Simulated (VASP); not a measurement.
The system is K2Ge.

```
K Ge
1.0
     6.12063    0.00000    0.00000
     0.00000    6.12063    0.00000
     0.00000    0.00000    3.31876
K Ge
2 1
Direct
  0.00000 0.50000 0.50000
  0.50000 0.00000 0.50000
  0.50000 0.50000 0.00000
```

The cell was built from a structure type or drawn by symmetry, and may not be a known phase.

- Program: VASP 6.6.1
- Task: relaxation of cell and atoms
- Functional: PBE
- Potentials or basis: VASP PAW PBE potentials, release 64 (K_sv, Ge_d)
- Cutoff: 600 eV
- k mesh: 4 × 4 × 6
- Occupations: gaussian, width 0.1 eV
- Spin: no spin polarisation

At the start: pressure 0.7 GPa; volume 41.44 Å³/atom.

Question: How do energy, volume and symmetry change on relaxing?

Answer: Over 5 steps the energy falls by 16.4 meV/atom and the volume is 44.42 Å³/atom (+7.2 %); space group P4/mmm (No. 123, to 0.1 Å) before and after.

Step by step:
```
step  energy change (eV)  largest force (eV/Å)  pressure (GPa)  volume (Å³)
   1              0.0000                0.0000            0.72       124.33
   2             -0.0275                0.0000            0.37       127.70
   3             -0.0467                0.0000           -0.10       133.35
   4             -0.0471                0.0000           -0.18       134.36
   5             -0.0492                0.0000           -0.08       133.27
```

Final structure:
```xyz
3
Lattice="6.1198 0.0000 0.0000 0.0000 6.1198 0.0000 0.0000 0.0000 3.5586" Properties=species:S:1:pos:R:3 pbc="T T T"
K     6.1198    3.0599    1.7793
K     3.0599    0.0000    1.7793
Ge    3.0599    3.0599    3.5586
```
